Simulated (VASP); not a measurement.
# MnO (I4mm) in VASP: a series of runs

Runs on MnO. Level: PBE. Tasks: single point.

All numbers are computed with VASP 6.6.1; they aren't measurements. Logs are shortened: lines on timing, memory, paths and dates and some standing lists are left out, and cuts for length are marked.

### 1 The cell of the first run

The structure is tetragonal, space group I4mm (No. 107). The conventional cell has a = 3.076 Å, b = 3.076 Å, c = 4.350 Å, α = 90.00°, β = 90.00°, γ = 90.00°. Within 2.5 Å of Mn (site symmetry 4mm) lie 5 O at 1.85 to 2.20 Å. O (site symmetry 4mm) has 5 Mn at 1.85 to 2.20 Å within 2.5 Å.

### 2 Single point, PBE, collinear spin, ferromagnetic start

The input, INCAR:

```
ALGO     = Normal         # electronic algorithm
EDIFF    = 1E-6           # SCF threshold, eV
ENCUT    = 600            # plane-wave cutoff, eV
GGA      = PE             # functional
GGA_COMPAT= F            
ISIF     = 2              # what is computed and relaxed
ISMEAR   = -1             # smearing method
ISPIN    = 2              # spin polarisation
LASPH    = T              # aspherical terms in the spheres
LCHARG   = F              # write CHGCAR
LMAXMIX  = 4              # l up to which the mixer works
LORBIT   = 11             # projections on sites
LREAL    = F              # projectors in reciprocal space
LWAVE    = F              # write WAVECAR
MAGMOM   = 5 0            # initial moments
NBANDS   = 20             # bands
NELM     = 200            # most SCF steps
PREC     = Accurate       # precision mode
SIGMA    = 0.15           # smearing width, eV
```

The input, KPOINTS:

```
k-points
0
Gamma
  3 3 3
```

The input, POSCAR:

```
MnO
1.0
    0.0000000000      2.1750000000      2.1750000000
    2.1750000000      0.0000000000      2.1750000000
    2.1750000000      2.1750000000      0.0000000000
Mn O
1 1
Direct
    0.0000000000      0.0000000000      0.0000000000
    0.4252873563      0.4252873563     -0.4252873563
```

Potentials or basis: VASP PAW PBE potentials, release 64 (Mn_pv, O).

On the command line:

```sh
cat potpaw_PBE.64/Mn_pv/POTCAR potpaw_PBE.64/O/POTCAR > POTCAR
mpirun -np 1 vasp_std > vasp.out
```

OUTCAR:

```text
EDIFF = 1E-6
   ENCUT = 600
   GGA = PE
   ISIF = 2
   ISMEAR = -1
   ISPIN = 2
   LASPH = T
   LORBIT = 11
   LREAL = F
   NELM = 200
   PREC = Accurate

 ion  position               nearest neighbor table
   1  0.000  0.000  0.000-   2 1.85   2 2.20   2 2.20   2 2.20   2 2.20   2 2.50
   2  0.425  0.425  0.575-   1 1.85   1 2.20   1 2.20   1 2.20   1 2.20   1 2.50

  LATTYP: Found a face centered cubic cell.
 ALAT       =     4.3500000000

  Lattice vectors:

 A1 = (   0.0000000000,   2.1750000000,   2.1750000000)
 A2 = (   2.1750000000,   0.0000000000,   2.1750000000)
 A3 = (   2.1750000000,   2.1750000000,   0.0000000000)

Analysis of symmetry for initial positions (statically):
=====================================================================
 Subroutine PRICEL returns:
 Original cell was already a primitive cell.

 Routine SETGRP: Setting up the symmetry group for a
 face centered cubic supercell.

 Subroutine GETGRP returns: Found  8 space group operations
 (whereof  8 operations were pure point group operations)
 out of a pool of 48 trial point group operations.

The static configuration has the point symmetry C_4v.

Analysis of symmetry for dynamics (positions and initial velocities):
=====================================================================
 Subroutine PRICEL returns:
 Original cell was already a primitive cell.

 Routine SETGRP: Setting up the symmetry group for a
 face centered cubic supercell.

 Subroutine GETGRP returns: Found  8 space group operations
 (whereof  8 operations were pure point group operations)
 out of a pool of 48 trial point group operations.

The dynamic configuration has the point symmetry C_4v.

Analysis of structural, dynamic, and magnetic symmetry:
=====================================================================
 Subroutine PRICEL returns:
 Original cell was already a primitive cell.

 Routine SETGRP: Setting up the symmetry group for a
 face centered cubic supercell.

 Subroutine GETGRP returns: Found  8 space group operations
 (whereof  8 operations were pure point group operations)
 out of a pool of 48 trial point group operations.

The overall configuration has the point symmetry C_4v.

 Subroutine INISYM returns: Found  8 space group operations
 (whereof  8 operations are pure point group operations),
 and found     1 'primitive' translations

----------------------------------------------------------------------------------------

                                     Primitive cell

  volume of cell :      20.5782

  direct lattice vectors                    reciprocal lattice vectors
     0.000000000  2.175000000  2.175000000    -0.229885057  0.229885057  0.229885057
     2.175000000  0.000000000  2.175000000     0.229885057 -0.229885057  0.229885057
     2.175000000  2.175000000  0.000000000     0.229885057  0.229885057 -0.229885057

  length of vectors
     3.075914498  3.075914498  3.075914498     0.398172599  0.398172599  0.398172599

  position of ions in fractional coordinates (direct lattice)
     0.000000000  0.000000000  0.000000000
     0.425287356  0.425287356  0.574712644

  ion indices of the primitive-cell ions
   primitive index   ion index
                 1           1
                 2           2

----------------------------------------------------------------------------------------

 KPOINTS: k-points

Automatic generation of k-mesh.
 Grid dimensions read from file:
 generate k-points for:    3    3    3

 Generating k-lattice:

  Cartesian coordinates                     Fractional coordinates (reciprocal lattice)
    -0.076628352  0.076628352  0.076628352     0.333333333  0.000000000  0.000000000
     0.076628352 -0.076628352  0.076628352     0.000000000  0.333333333  0.000000000
     0.076628352  0.076628352 -0.076628352     0.000000000  0.000000000  0.333333333

  Length of vectors
     0.132724200  0.132724200  0.132724200

  Shift w.r.t. Gamma in fractional coordinates (k-lattice)
     0.000000000  0.000000000  0.000000000

 Subroutine IBZKPT returns following result:
 ===========================================

 Found      6 irreducible k-points:

 Following reciprocal coordinates:
            Coordinates               Weight
  0.000000  0.000000  0.000000      1.000000
  0.333333  0.000000  0.000000      8.000000
  0.333333  0.333333  0.000000      2.000000
  0.000000  0.333333  0.333333      4.000000
 -0.333333  0.333333  0.000000      4.000000
  0.000000 -0.333333  0.333333      8.000000
   k-points           NKPTS =      6   k-points in BZ     NKDIM =      6   number of bands    NBANDS=     20
   number of dos      NEDOS =    301   number of ions     NIONS =      2
   total plane-waves  NPLWV =  21952
   dimension x,y,z NGX =    28 NGY =   28 NGZ =   28
   dimension x,y,z NGXF=    56 NGYF=   56 NGZF=   56
   ions per type =               1   1
   NGX,Y,Z   is equivalent  to a cutoff of  15.13, 15.13, 15.13 a.u.
   NGXF,Y,Z  is equivalent  to a cutoff of  30.27, 30.27, 30.27 a.u.
 SYSTEM =  unknown system
   PREC   = accura    normal or accurate (medium, high low for compatibility)
   ISTART =      0    job   : 0-new  1-cont  2-samecut
   ICHARG =      2    charge: 1-file 2-atom 10-const
   ISPIN  =      2    spin polarized calculation?
   LNONCOLLINEAR =      F non collinear calculations
   LSORBIT =      F    spin-orbit coupling
   LASPH  =      T    aspherical Exc in radial PAW
   ENCUT  =  600.0 eV  44.10 Ry    6.64 a.u.   6.14  6.14  6.14*2*pi/ulx,y,z
   NELM   =    200;   NELMIN=  2; NELMDL= -5     # of ELM steps
   EDIFF  = 0.1E-05   stopping-criterion for ELM
   LREAL  =      F    real-space projection
   EDIFFG = 0.1E-04   stopping-criterion for IOM
   NSW    =      0    number of steps for IOM
   IBRION =     -1    ionic relax: 0-MD 1-quasi-New 2-CG
   NFREE  =      0    steps in history (QN), initial steepest desc. (CG)
   ISIF   =      2    stress and relaxation
   ISYM   =      2    0-nonsym 1-usesym 2-fastsym
   POTIM  = 0.5000    time-step for ionic-motion
   TEBEG  =    0.0;   TEEND  =   0.0 temperature during run
   PSTRESS=    0.0 pullay stress
   NELECT =      19.0000    total number of electrons
   NUPDOWN=      -1.0000    fix difference up-down
   EMIN   =  10.00;   EMAX   =-10.00  energy-range for DOS
   EFERMI =   0.00;   METHOD = LEGACY
   ISMEAR =    -1;   SIGMA  =   0.15  broadening in eV -4-tet -1-fermi 0-gaus
   EFERMI_NEDOS =   21; number of points for ismear=-14 and -15
   IALGO  =     38    algorithm
   IMIX   =      4    mixing-type and parameters
     AMIX     =   0.40;   BMIX     =  1.00
     AMIX_MAG =   1.60;   BMIX_MAG =  1.00
  volume/ion in A,a.u.               =      10.29        69.43
  Fermi-wavevector in a.u.,A,eV,Ry     =   1.594129  3.012467 34.575764  2.541247
  Thomas-Fermi vector in A             =   2.692251
   LORBIT       =     11    0 simple, 1 ext, 2 COOP (PROOUT), +10 PAW based schemes
   GGA     = PE    functional components
   LHFCALC =     F    Hartree Fock is set to
   AEXX    =    0.0000 exact exchange contribution
   IVDW    =     0    specifies the selected vdW correction
   LEPSILON=     F    determine dielectric tensor
   LRPA    =     F    only Hartree local field effects (RPA)
 spin polarized calculation
  energy-cutoff  :      600.00
  volume of cell :       20.58
 maximum number of plane-waves:       701
 NGX is ok and might be reduce to    28
   NGX = 13   NGY = 13   NGZ = 13

 number of electron      19.0000002 magnetization       4.5950793

 Free energy of the ion-electron system (eV)
  ---------------------------------------------------
  ext. energy  EPLUGINS =         0.00000000
  ---------------------------------------------------
  free energy    TOTEN  =       -16.02159387 eV

  energy without entropy =      -15.93129570  energy(sigma->0) =      -15.97644479

 E-fermi :   8.4816     XC(G=0): -12.2123

 val. band max:        8.2880918203   @ k =   0.0000   0.3333   0.3333
 cond. band min:       8.4853060062   @ k =   0.3333   0.0000   0.0000
 fundamental gap:      0.1972141859
 Fermi energy:         8.4816199913

 spin component 1

 k-point     1 :       0.0000    0.0000    0.0000
  band No.  band energies     occupation
      1     -42.0506      1.00000
      2     -41.9371      1.00000
      3     -41.9371      1.00000
      4     -12.6056      1.00000
      5       2.7405      1.00000
      6       3.2230      1.00000
[... 12 lines left out ...]
     19      29.3246      0.00000
     20      29.8722      0.00000
[... 93 lines left out ...]
 k-point     6 :       0.0000   -0.3333    0.3333
  band No.  band energies     occupation
      1     -42.0951      1.00000
      2     -41.9921      1.00000
      3     -41.9721      1.00000
      4     -11.4884      1.00000
      5       0.5904      1.00000
      6       1.2255      1.00000
[... 12 lines left out ...]
     19      33.4160      0.00000
     20      34.5016      0.00000
 Fermi energy:         8.4816199913

 spin component 2

 k-point     1 :       0.0000    0.0000    0.0000
  band No.  band energies     occupation
      1     -37.6846      1.00000
      2     -37.4582      1.00000
      3     -37.4582      1.00000
      4     -12.1090      1.00000
      5       3.7666      1.00000
      6       4.2584      1.00000
[... 12 lines left out ...]
     19      31.5494      0.00000
     20      32.0498      0.00000
[... 93 lines left out ...]
 k-point     6 :       0.0000   -0.3333    0.3333
  band No.  band energies     occupation
      1     -37.7388      1.00000
      2     -37.5258      1.00000
      3     -37.5025      1.00000
      4     -11.0109      1.00000
      5       1.5405      1.00000
      6       2.0280      1.00000
[... 12 lines left out ...]
     19      34.6372      0.00000
     20      35.5786      0.00000

------------------------ aborting loop because EDIFF is reached ----------------------------------------

  FORCE on cell =-STRESS in cart. coord.  units (eV):
  Direction    XX          YY          ZZ          XY          YZ          ZX
  --------------------------------------------------------------------------------------
  -------------------------------------------------------------------------------------
  Total        1.4126253      1.4126253      4.7740820      0.0000000      0.0000000      0.0000000
  in kB      109.9840670    109.9840670    371.7001012      0.0000000      0.0000000      0.0000000
  external PRESSURE =     197.2227451 kB  Pullay stress =       0.0000000 kB

 VOLUME and BASIS-vectors are now :
 -----------------------------------------------------------------------------
  energy-cutoff  :      600.00
  volume of cell :       20.58
      direct lattice vectors                 reciprocal lattice vectors
     0.000000000  2.175000000  2.175000000    -0.229885057  0.229885057  0.229885057
     2.175000000  0.000000000  2.175000000     0.229885057 -0.229885057  0.229885057
     2.175000000  2.175000000  0.000000000     0.229885057  0.229885057 -0.229885057

 POSITION                                       TOTAL-FORCE (eV/Angst)
 -----------------------------------------------------------------------------------
      0.00000      0.00000      0.00000         0.000000      0.000000     -2.711225
      2.17500      2.17500      1.85000         0.000000      0.000000      2.711225
 -----------------------------------------------------------------------------------
    total drift:                               -0.000000     -0.000000     -0.000308

  FREE ENERGIE OF THE ION-ELECTRON SYSTEM (eV)
  ---------------------------------------------------
  free  energy   TOTEN  =       -16.0215938744 eV

  energy  without entropy=      -15.9312957021  energy(sigma->0) =      -15.97644479

 total charge

# of ion       s       p       d       tot
------------------------------------------
    1        0.240   6.229   5.047  11.516
    2        1.563   3.467   0.000   5.030
--------------------------------------------------
tot          1.803   9.697   5.047  16.547

 magnetization (x)

# of ion       s       p       d       tot
------------------------------------------
    1        0.043   0.035   4.055   4.132
    2        0.035   0.187   0.000   0.222
--------------------------------------------------
tot          0.078   0.222   4.055   4.354
```

It took 15 s on 1 thread of Intel Xeon 6975P-C, shared host; peak memory 0.17 GiB.

Results:

| Item | Value |
| --- | --- |
| Free energy | -16.0216 eV |
| Pressure | 19.7 GPa |
| Largest force | 2.711 eV/Å |
| Net moment | 4.60 μB per cell |
| Site moments | Mn +4.13; O +0.22 μB |
| Valence electrons inside the program's atomic spheres | Mn 11.52; O 5.03 |

Forces in eV/Å, atoms in the order of the input:
```
Mn   0.000  0.000 -2.711
O    0.000  0.000  2.711
```

Levels at points of the mesh, in eV from the Fermi level:
Spin up:
| k point | band 8 | band 9 | band 10 | band 11 | band 12 | band 13 | band 14 | band 15 | band 16 | band 17 |
| --- | --- | --- | --- | --- | --- | --- | --- | --- | --- | --- |
| (0.00, 0.00, 0.00) | -3.32 | -2.78 | -2.27 | -2.27 | -1.16 | -0.40 | 13.68 | 16.31 | 16.31 | 17.10 |
Spin down:
| k point | band 4 | band 5 | band 6 | band 7 | band 8 | band 9 | band 10 | band 11 |
| --- | --- | --- | --- | --- | --- | --- | --- | --- |
| (0.00, 0.00, 0.00) | -20.59 | -4.72 | -4.22 | -4.22 | 0.43 | 0.79 | 0.98 | 0.98 |

Caveat: the k points lie up to 0.83 Å⁻¹ apart; a cell with one magnetic atom can't hold antiferromagnetic order, which such compounds often take; semilocal functionals often make such compounds metallic where correlation or magnetic order opens a gap, which also shifts bond lengths; forces of over 1 eV/Å act on the atoms, so gaps and moduli don't describe the material at rest.

### 3 Single point, PBE, collinear spin, ferromagnetic start

The input, INCAR:

```
SYSTEM = MnO
PREC = Accurate
ENCUT = 600
EDIFF = 1E-6
ISMEAR = -1
SIGMA = 0.15
LREAL = .FALSE.
LASPH = .TRUE.
NELM = 200
ALGO = Normal
ISIF = 2
LWAVE = .FALSE.
LCHARG = .TRUE.
ISPIN = 2
MAGMOM = 5 0
LORBIT = 11
LMAXMIX = 4
GGA = PE
LELF = .TRUE.
LVHAR = .TRUE.
NBANDS = 20
GGA_COMPAT = .FALSE.
```

The input, KPOINTS:

```
regular mesh
0
G
  3 3 3
  0 0 0
```

POSCAR is that of step 2.

Potentials or basis: VASP PAW PBE potentials, release 64 (Mn_pv, O).

On the command line:

```sh
cat potpaw_PBE.64/Mn_pv/POTCAR potpaw_PBE.64/O/POTCAR > POTCAR
mpirun -np 1 vasp_std > vasp.out
```

OUTCAR:

```text
SYSTEM = MnO
   PREC = Accurate
   ENCUT = 600
   EDIFF = 1E-6
   ISMEAR = -1
   LREAL = .FALSE.
   LASPH = .TRUE.
   NELM = 200
   ISIF = 2
   ISPIN = 2
   LORBIT = 11
   GGA = PE

 ion  position               nearest neighbor table
   1  0.000  0.000  0.000-   2 1.85   2 2.20   2 2.20   2 2.20   2 2.20   2 2.50
   2  0.425  0.425  0.575-   1 1.85   1 2.20   1 2.20   1 2.20   1 2.20   1 2.50

  LATTYP: Found a face centered cubic cell.
 ALAT       =     4.3500000000

  Lattice vectors:

 A1 = (   0.0000000000,   2.1750000000,   2.1750000000)
 A2 = (   2.1750000000,   0.0000000000,   2.1750000000)
 A3 = (   2.1750000000,   2.1750000000,   0.0000000000)
[... 467 lines left out ...]

 VOLUME and BASIS-vectors are now :
 -----------------------------------------------------------------------------
  energy-cutoff  :      600.00
  volume of cell :       20.58
      direct lattice vectors                 reciprocal lattice vectors
     0.000000000  2.175000000  2.175000000    -0.229885057  0.229885057  0.229885057
     2.175000000  0.000000000  2.175000000     0.229885057 -0.229885057  0.229885057
     2.175000000  2.175000000  0.000000000     0.229885057  0.229885057 -0.229885057

 POSITION                                       TOTAL-FORCE (eV/Angst)
 -----------------------------------------------------------------------------------
      0.00000      0.00000      0.00000         0.000000      0.000000     -2.711225
      2.17500      2.17500      1.85000         0.000000      0.000000      2.711225
 -----------------------------------------------------------------------------------
    total drift:                               -0.000000     -0.000000     -0.000308

  FREE ENERGIE OF THE ION-ELECTRON SYSTEM (eV)
  ---------------------------------------------------
  free  energy   TOTEN  =       -16.0215938744 eV

  energy  without entropy=      -15.9312957021  energy(sigma->0) =      -15.97644479

 total charge

# of ion       s       p       d       tot
------------------------------------------
    1        0.240   6.229   5.047  11.516
    2        1.563   3.467   0.000   5.030
--------------------------------------------------
tot          1.803   9.697   5.047  16.547

 magnetization (x)

# of ion       s       p       d       tot
------------------------------------------
    1        0.043   0.035   4.055   4.132
    2        0.035   0.187   0.000   0.222
--------------------------------------------------
tot          0.078   0.222   4.055   4.354
```

OSZICAR:

```text
N       E                     dE             d eps       ncg     rms          rms(c)
DAV:   1     0.197348739051E+03    0.19735E+03   -0.11740E+04   480   0.132E+03
DAV:   2    -0.878822714119E+01   -0.20614E+03   -0.19133E+03   492   0.371E+02
DAV:   3    -0.183816555147E+02   -0.95934E+01   -0.95249E+01   540   0.851E+01
DAV:   4    -0.184567793167E+02   -0.75124E-01   -0.75113E-01   540   0.763E+00
DAV:   5    -0.184574099146E+02   -0.63060E-03   -0.63058E-03   560   0.694E-01    0.175E+01
DAV:   6    -0.161981570624E+02    0.22593E+01   -0.86051E+00   648   0.342E+01    0.128E+01
DAV:   7    -0.160336999976E+02    0.16446E+00   -0.11380E+00   576   0.152E+01    0.852E+00
DAV:   8    -0.160285404932E+02    0.51595E-02   -0.97344E-02   544   0.265E+00    0.504E+00
DAV:   9    -0.160186984711E+02    0.98420E-02   -0.20371E-02   572   0.168E+00    0.994E-01
DAV:  10    -0.160214199032E+02   -0.27214E-02   -0.57046E-03   552   0.878E-01    0.394E-01
DAV:  11    -0.160215542079E+02   -0.13430E-03   -0.76529E-04   564   0.343E-01    0.717E-02
DAV:  12    -0.160215866051E+02   -0.32397E-04   -0.13836E-04   540   0.988E-02    0.344E-02
DAV:  13    -0.160215909940E+02   -0.43890E-05   -0.85341E-06   556   0.253E-02    0.188E-02
DAV:  14    -0.160215938861E+02   -0.28920E-05   -0.24278E-06   556   0.152E-02    0.306E-03
DAV:  15    -0.160215938744E+02    0.11671E-07   -0.21612E-07   284   0.594E-03
   1 F= -.16021594E+02 E0= -.15976445E+02  d E =-.902982E-01  mag=     4.5953
```

It took 14 s on 1 thread of Intel Xeon 6975P-C, shared host; peak memory 0.17 GiB.

Results:

```
Free energy                                           : -16.0216 eV
Pressure                                              : 19.7 GPa
Largest force                                         : 2.711 eV/Å
Net moment                                            : 4.60 μB per cell
Site moments                                          : Mn +4.13; O +0.22 μB
Valence electrons inside the program's atomic spheres : Mn 11.52; O 5.03
```

Forces on the atoms (eV/Å):
```
Mn   0.000  0.000 -2.711
O    0.000  0.000  2.711
```

Stress tensor (GPa, compression positive):
```
11.00  0.00  0.00
 0.00 11.00  0.00
 0.00  0.00 37.17
```

Caveat: the k points lie up to 0.83 Å⁻¹ apart; a cell with one magnetic atom can't hold antiferromagnetic order, which such compounds often take; semilocal functionals often make such compounds metallic where correlation or magnetic order opens a gap, which also shifts bond lengths; forces of over 1 eV/Å act on the atoms, so gaps and moduli don't describe the material at rest.
